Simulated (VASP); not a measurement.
## SiO2: single point with PBE

Crystal: SiO2.

```xyz
6
Lattice="4.2359 0.0000 0.0000 0.0000 3.9394 0.0000 0.0000 0.0000 2.6898" Properties=species:S:1:pos:R:3 pbc="T T T"
Si    2.1179    1.9697    1.3449
Si    0.0000    0.0000    0.0000
O     2.7777    2.8768    0.0000
O     0.6598    3.0322    1.3449
O     1.4582    1.0626    0.0000
O     3.5761    0.9071    1.3449
```

This cell differs from its parent crystal: atoms displaced along a vibrational mode, the cell strained.

- Program: VASP 6.6.1
- Task: single point
- Functional: PBE
- Potentials or basis: VASP PAW PBE potentials, release 64 (Si, O)
- Cutoff: 520 eV
- k mesh: 6 × 6 × 8
- Occupations: gaussian, width 0.05 eV
- Spin: no spin polarisation
- Dipole correction: no
- Further INCAR settings: ALGO = Normal; EDIFF = 1e-06; NBANDS = 25

| Item | Value |
| --- | --- |
| Pressure | 19.7 GPa |
| Largest force | 1.024 eV/Å |
| Band gap on the k mesh | 6.31 eV |

Forces in eV/Å, atoms in the order of the input:
```
Si   0.000  0.000  0.000
Si   0.000  0.000  0.000
O    1.020  0.090  0.000
O    1.020 -0.090  0.000
O   -1.020 -0.090  0.000
O   -1.020  0.090  0.000
```

Stress tensor (GPa, compression positive):
```
19.43  0.00  0.00
 0.00 30.99  0.00
 0.00  0.00  8.67
```

Levels at points of the mesh, in eV from the valence-band top:
| k point | band 12 | band 13 | band 14 | band 15 | band 16 | band 17 | band 18 | band 19 | band 20 | band 21 |
| --- | --- | --- | --- | --- | --- | --- | --- | --- | --- | --- |
| (0.00, 0.00, 0.00) | -2.81 | -2.33 | -0.33 | -0.31 | 0.00 | 6.31 | 6.64 | 8.64 | 9.18 | 12.23 |
| (0.50, 0.00, 0.00) | -3.61 | -2.37 | -2.37 | -0.71 | -0.71 | 8.24 | 8.24 | 9.66 | 9.66 | 12.69 |
| (0.00, 0.50, 0.00) | -2.97 | -2.44 | -2.44 | -0.36 | -0.36 | 7.67 | 7.67 | 8.94 | 8.94 | 11.85 |
| (0.50, 0.50, 0.00) | -3.07 | -2.38 | -2.38 | -1.45 | -1.45 | 7.87 | 7.87 | 10.00 | 10.00 | 13.81 |
| (0.00, 0.00, 0.50) | -4.14 | -2.91 | -2.91 | -1.87 | -1.87 | 9.70 | 9.70 | 13.22 | 13.22 | 13.45 |
| (0.50, 0.00, 0.50) | -2.85 | -2.05 | -2.05 | -1.51 | -1.51 | 8.76 | 8.76 | 10.48 | 10.48 | 11.56 |
| (0.00, 0.50, 0.50) | -4.16 | -2.12 | -2.12 | -0.76 | -0.76 | 10.24 | 10.24 | 10.91 | 10.91 | 14.21 |
| (0.50, 0.50, 0.50) | -3.83 | -1.63 | -1.63 | -0.91 | -0.91 | 8.23 | 8.23 | 11.02 | 11.02 | 13.06 |

Wall time 33 s on 1 thread of AMD EPYC 9R45 96-Core Processor (Zen 5), on a shared host, peak memory 0.16 GiB.

Caveat: the cell differs from its parent crystal (atoms displaced along a vibrational mode, the cell strained); the cell stands under pressure; forces of over 1 eV/Å act on the atoms, so gaps and moduli don't describe the material at rest. A k mesh can miss the band edges.
